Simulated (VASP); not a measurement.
# SrTiO3 (Pm-3m) in VASP: settings compared, part 2 of 2

VASP 6.6.1. Earlier steps stand in the parts before.

## (4) Single point, PBE

This run uses another cell than the first one, of 12.20 Å³/atom.

Input file INCAR:

```
SYSTEM = SrTiO3
  PREC = Accurate
  ENCUT = 520
  EDIFF = 1E-7
  ISMEAR = -1
  SIGMA = 0.02
  LREAL = .False.
  LASPH = .True.
  NELM = 60
  ALGO = Normal
  ISIF = 2
  LWAVE = .False.
  LCHARG = .True.
  GGA = PE
  LELF = .True.
  LVHAR = .True.
  NBANDS = 28
```

Input file KPOINTS:

```
Automatic mesh
0
Gamma
  6 6 6
  0 0 0
```

Input file POSCAR:

```
SrTiO3
1.0
    3.9364184694      0.0000000000      0.0000000000
    0.0000000000      3.9364184694      0.0000000000
    0.0000000000      0.0000000000      3.9364184694
Sr Ti O
1 1 3
Direct
    0.5000000000      0.5000000000      0.5000000000
    0.0000000000      0.0000000000      0.0000000000
    0.5000000000      0.0000000000      0.0000000000
    0.0000000000      0.5000000000      0.0000000000
    0.0000000000      0.0000000000      0.5000000000
```

Potentials or basis: VASP PAW PBE potentials, release 64 (Sr_sv, Ti_sv, O).

Started as:

```bash
cat potpaw_PBE.64/Sr_sv/POTCAR potpaw_PBE.64/Ti_sv/POTCAR potpaw_PBE.64/O/POTCAR > POTCAR
mpirun -np 1 vasp_std > vasp.out
```

OUTCAR:

```text
SYSTEM = SrTiO3
   PREC = Accurate
   ENCUT = 520
   EDIFF = 1E-7
   ISMEAR = -1
   LREAL = .False.
   LASPH = .True.
   NELM = 60
   ISIF = 2
   GGA = PE

 ion  position               nearest neighbor table
   1  0.500  0.500  0.500-   3 2.78   4 2.78   5 2.78   3 2.78   4 2.78   3 2.78   5 2.78   3 2.78
                             4 2.78   5 2.78   4 2.78   5 2.78   2 3.41   2 3.41   2 3.41   2 3.41
   2  0.000  0.000  0.000-   3 1.97   4 1.97   5 1.97   5 1.97   4 1.97   3 1.97   1 3.41   1 3.41
                             1 3.41   1 3.41   1 3.41   1 3.41   1 3.41   1 3.41
   3  0.500  0.000  0.000-   2 1.97   2 1.97   1 2.78   1 2.78   1 2.78   1 2.78
   4  0.000  0.500  0.000-   2 1.97   2 1.97   1 2.78   1 2.78   1 2.78   1 2.78
   5  0.000  0.000  0.500-   2 1.97   2 1.97   1 2.78   1 2.78   1 2.78   1 2.78

  LATTYP: Found a simple cubic cell.
 ALAT       =     3.9364184694

  Lattice vectors:

 A1 = (   3.9364184694,   0.0000000000,   0.0000000000)
 A2 = (   0.0000000000,   3.9364184694,   0.0000000000)
 A3 = (   0.0000000000,   0.0000000000,   3.9364184694)

Analysis of symmetry for initial positions (statically):
=====================================================================
[... 176 lines left out ...]
 cond. band min:       5.7808760752   @ k =   0.0000   0.0000   0.0000
 fundamental gap:      1.8101924885
 Fermi energy:         4.5890421895

 k-point     1 :       0.0000    0.0000    0.0000
  band No.  band energies     occupation
      1     -52.5935      2.00000
      2     -28.8945      2.00000
      3     -28.8245      2.00000
      4     -28.8245      2.00000
      5     -28.8245      2.00000
      6     -13.3703      2.00000
[... 609 lines left out ...]
     27      12.0738      0.00000
     28      12.0738      0.00000

------------------------ aborting loop because EDIFF is reached ----------------------------------------

  FORCE on cell =-STRESS in cart. coord.  units (eV):
  Direction    XX          YY          ZZ          XY          YZ          ZX
  --------------------------------------------------------------------------------------
  -------------------------------------------------------------------------------------
  Total        0.2334729      0.2334729      0.2334729      0.0000000     -0.0000000      0.0000000
  in kB        6.1325801      6.1325801      6.1325801      0.0000000     -0.0000000      0.0000000
  external PRESSURE =       6.1325801 kB  Pullay stress =       0.0000000 kB

 VOLUME and BASIS-vectors are now :
 -----------------------------------------------------------------------------
  energy-cutoff  :      520.00
  volume of cell :       61.00
      direct lattice vectors                 reciprocal lattice vectors
     3.936418469  0.000000000  0.000000000     0.254038032  0.000000000  0.000000000
     0.000000000  3.936418469  0.000000000     0.000000000  0.254038032  0.000000000
     0.000000000  0.000000000  3.936418469     0.000000000  0.000000000  0.254038032

 POSITION                                       TOTAL-FORCE (eV/Angst)
 -----------------------------------------------------------------------------------
      1.96821      1.96821      1.96821         0.000000      0.000000      0.000000
      0.00000      0.00000      0.00000         0.000000      0.000000      0.000000
      1.96821      0.00000      0.00000         0.000000      0.000000      0.000000
      0.00000      1.96821      0.00000         0.000000      0.000000      0.000000
      0.00000      0.00000      1.96821         0.000000      0.000000      0.000000
 -----------------------------------------------------------------------------------
    total drift:                               -0.000000     -0.000000      0.000000

  FREE ENERGIE OF THE ION-ELECTRON SYSTEM (eV)
  ---------------------------------------------------
  free  energy   TOTEN  =       -40.1025534739 eV

  energy  without entropy=      -40.1025534739  energy(sigma->0) =      -40.10255347
```

It took 39 s on 1 thread of AMD EPYC 7R43 (Zen 3), shared host; peak memory 0.16 GiB.

Results:

* Free energy: -40.1026 eV
* Pressure: 0.6 GPa
* Band gap on the k mesh: 1.81 eV (least direct gap 2.18 eV)

Levels at points of the mesh, in eV from the valence-band top:
| k point | band 17 | band 18 | band 19 | band 20 | band 21 | band 22 | band 23 | band 24 |
| --- | --- | --- | --- | --- | --- | --- | --- | --- |
| (0.00, 0.00, 0.00) | -1.13 | -0.37 | -0.37 | -0.37 | 1.81 | 1.81 | 1.81 | 4.14 |
| (0.50, 0.00, 0.00) | -2.29 | -1.91 | -0.73 | -0.73 | 1.97 | 3.66 | 3.66 | 4.15 |
| (0.50, 0.50, 0.00) | -1.74 | -1.54 | -1.54 | -0.09 | 3.66 | 3.66 | 4.11 | 5.08 |
| (0.50, 0.50, 0.50) | -3.67 | 0.00 | 0.00 | 0.00 | 4.31 | 4.31 | 4.31 | 6.85 |

## (5) Single point, r2SCAN

Changes to POSCAR since step 4:

```diff
@@ -2,5 +2,5 @@
 1.0
-    3.9364184694      0.0000000000      0.0000000000
-    0.0000000000      3.9364184694      0.0000000000
-    0.0000000000      0.0000000000      3.9364184694
+    3.9068514982      0.0000000000      0.0000000000
+    0.0000000000      3.9068514982      0.0000000000
+    0.0000000000      0.0000000000      3.9068514982
 Sr Ti O
```

Input file INCAR.step1:

```
SYSTEM = SrTiO3
PREC     = Accurate       ! precision mode
ENCUT    = 520            ! plane-wave cutoff, eV
ISMEAR   = -1             ! smearing method
SIGMA    = 0.02           ! smearing width, eV
LREAL    = .False.        ! projectors in reciprocal space
LASPH    = .True.         ! aspherical terms in the spheres
NELM     = 60             ! most SCF steps
NBANDS   = 28             ! bands
GGA      = PE             ! functional
ALGO     = Normal         ! electronic algorithm
EDIFF    = 1E-4           ! SCF threshold, eV
LWAVE    = .True.         ! write WAVECAR
LCHARG   = .False.        ! write CHGCAR
```

Input file INCAR.step2:

```
SYSTEM = SrTiO3
PREC     = Accurate       ! precision mode
ENCUT    = 520            ! plane-wave cutoff, eV
EDIFF    = 1E-7           ! SCF threshold, eV
ISMEAR   = -1             ! smearing method
SIGMA    = 0.02           ! smearing width, eV
LREAL    = .False.        ! projectors in reciprocal space
LASPH    = .True.         ! aspherical terms in the spheres
NELM     = 60             ! most SCF steps
ALGO     = Normal         ! electronic algorithm
ISIF     = 2              ! what is computed and relaxed
LWAVE    = .False.        ! write WAVECAR
LCHARG   = .True.         ! write CHGCAR
METAGGA  = R2SCAN         ! meta-GGA
LMIXTAU  = .True.       
LELF     = .True.         ! ELF
LVHAR    = .True.       
NBANDS   = 28             ! bands
ISTART   = 1
```

KPOINTS is that of step 4.

Started as:

```bash
cat potpaw_PBE.64/Sr_sv/POTCAR potpaw_PBE.64/Ti_sv/POTCAR potpaw_PBE.64/O/POTCAR > POTCAR
cp INCAR.step1 INCAR
mpirun -np 1 vasp_std > vasp.out
cp INCAR.step2 INCAR
mpirun -np 1 vasp_std > vasp.out
```

It took 2.7 min on 1 thread of AMD EPYC 7R43 (Zen 3), shared host; peak memory 0.16 GiB.

It converged, with:

- Free energy: -63.3290 eV
- Pressure: 0.9 GPa
- Band gap on the k mesh: 2.27 eV (least direct gap 2.66 eV)

Levels at points of the mesh, in eV from the valence-band top:
```
           k point  band 17  band 18  band 19  band 20  band 21  band 22  band 23  band 24
(0.00, 0.00, 0.00)    -1.21    -0.38    -0.38    -0.38     2.27     2.27     2.27     4.59
(0.50, 0.00, 0.00)    -2.36    -2.00    -0.77    -0.77     2.43     4.17     4.17     4.60
(0.50, 0.50, 0.00)    -1.79    -1.61    -1.61    -0.09     4.18     4.18     4.66     5.63
(0.50, 0.50, 0.50)    -3.79     0.00     0.00     0.00     4.87     4.87     4.87     7.63
```

Caveat: the PAW data sets were made with another functional, which shifts forces and pressure a little.

## (6) Single point, r2SCAN

POSCAR is that of step 5.

Input file INCAR.step1:

```
SYSTEM = SrTiO3
PREC = Accurate ; ENCUT = 520
ISMEAR = 0 ; SIGMA = 0.01
LREAL = .FALSE. ; LASPH = .TRUE.
NELM = 80 ; NBANDS = 28
GGA = PE ; ALGO = Normal
EDIFF = 1E-4 ; LWAVE = .TRUE.
LCHARG = .FALSE.
```

Input file INCAR.step2:

```
SYSTEM = SrTiO3
PREC = Accurate ; ENCUT = 520
EDIFF = 1E-6 ; ISMEAR = 0
SIGMA = 0.01 ; LREAL = .FALSE.
LASPH = .TRUE. ; NELM = 80
ALGO = Normal ; ISIF = 2
LWAVE = .FALSE. ; LCHARG = .TRUE.
METAGGA = R2SCAN ; LMIXTAU = .TRUE.
LELF = .TRUE. ; LVHAR = .TRUE.
NBANDS = 28 ; ISTART = 1
```

Input file KPOINTS:

```
regular mesh
0
G
  6 6 6
  0 0 0
```

Potentials or basis: VASP PAW PBE potentials, release 64 (Sr_sv, Ti_sv, O).

Started as:

```bash
cat potpaw_PBE.64/Sr_sv/POTCAR potpaw_PBE.64/Ti_sv/POTCAR potpaw_PBE.64/O/POTCAR > POTCAR
cp INCAR.step1 INCAR
mpirun -np 1 vasp_std > vasp.out
cp INCAR.step2 INCAR
mpirun -np 1 vasp_std > vasp.out
```

Run time: 2.4 min. Hardware: 1 thread of AMD EPYC 7R43 (Zen 3), shared host; peak memory 0.16 GiB.

The run converged. Its results:

* Free energy: -63.3290 eV
* Pressure: 0.9 GPa
* Band gap on the k mesh: 2.27 eV (least direct gap 2.66 eV)

Levels at points of the mesh, in eV from the valence-band top:
```csv
k point,band 18,band 19,band 20,band 21,band 22,band 23
"(0.00, 0.00, 0.00)",-0.38,-0.38,-0.38,2.27,2.27,2.27
"(0.50, 0.00, 0.00)",-2.00,-0.77,-0.77,2.43,4.17,4.17
"(0.50, 0.50, 0.00)",-1.61,-1.61,-0.09,4.18,4.18,4.66
"(0.50, 0.50, 0.50)",0.00,0.00,0.00,4.87,4.87,4.87
```

Caveat: the PAW data sets were made with another functional, which shifts forces and pressure a little.

## (7) Overview

| level | potentials or basis | cell | smearing | gap on the mesh (eV) | pressure (GPa) |
| --- | --- | --- | --- | --- | --- |
| LDA | VASP PAW LDA potentials, release 64 (Sr_sv, Ti_sv, O) | a = 3.907 Å, 5 atoms | gaussian 0.01 eV | 1.75 | -6.6 |
| PBEsol | VASP PAW PBE potentials, release 64 (Sr_sv, Ti_sv, O) | a = 3.891 Å, 5 atoms | fermi-dirac 0.02 eV | 1.82 | 0.7 |
| PBE | VASP PAW PBE potentials, release 64 (Sr_sv, Ti_sv, O) | a = 3.936 Å, 5 atoms | fermi-dirac 0.02 eV | 1.81 | 0.6 |
| r2SCAN | VASP PAW PBE potentials, release 64 (Sr_sv, Ti_sv, O) | a = 3.907 Å, 5 atoms | fermi-dirac 0.02 eV | 2.27 | 0.9 |
| r2SCAN | VASP PAW PBE potentials, release 64 (Sr_sv, Ti_sv, O) | a = 3.907 Å, 5 atoms | gaussian 0.01 eV | 2.27 | 0.9 |

Alike in all rows: task single point; no spin polarisation; k mesh 6 × 6 × 6; cutoff (eV) 520.

Caveats: the PAW data sets were made with another functional, which shifts forces and pressure a little (at least some runs); the cell stands under tension (at least some runs).

Total energies depend on the potentials used, so only differences within one code and one set of settings carry meaning.
